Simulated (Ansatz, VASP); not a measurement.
**One calculation of Zn, two programs**

```xyz
2
Lattice="2.6014 0.0000 0.0000 -1.3007 2.2529 0.0000 0.0000 0.0000 4.9219" Properties=species:S:1:pos:R:3 pbc="T T T"
Zn    0.0000    1.5019    1.2305
Zn    1.3007    0.7510    3.6914
```

Change from the starting cell: z stretched by +1 % at fixed volume, crystal datasets.

Alike in both runs: task electric field gradients; functional PBEsol; k mesh 18 × 18 × 9; occupations fermi-dirac, width 0.03 eV; no spin polarisation.

|  | VASP | Ansatz |
| --- | --- | --- |
| version | VASP 6.6.1 | Ansatz 0.2.0 |
| potentials or method | VASP PAW PBE potentials, release 64 (Zn), cutoff 400 eV | all-electron PAW with datasets made for the crystal, scalar-relativistic |

```csv
,VASP,Ansatz,Ansatz less VASP
pressure (GPa),-1.2,-1.0,+0.24
"traceless stress, the component that is largest in VASP (GPa)",0.78,0.93,+0.142
size of Vzz on the site where it differs most (V/Å²),42.4,41.4,-0.99
```

VASP's potentials were made for PBE, not for PBEsol. Ansatz ran all-electron here, and VASP with PAW potentials.
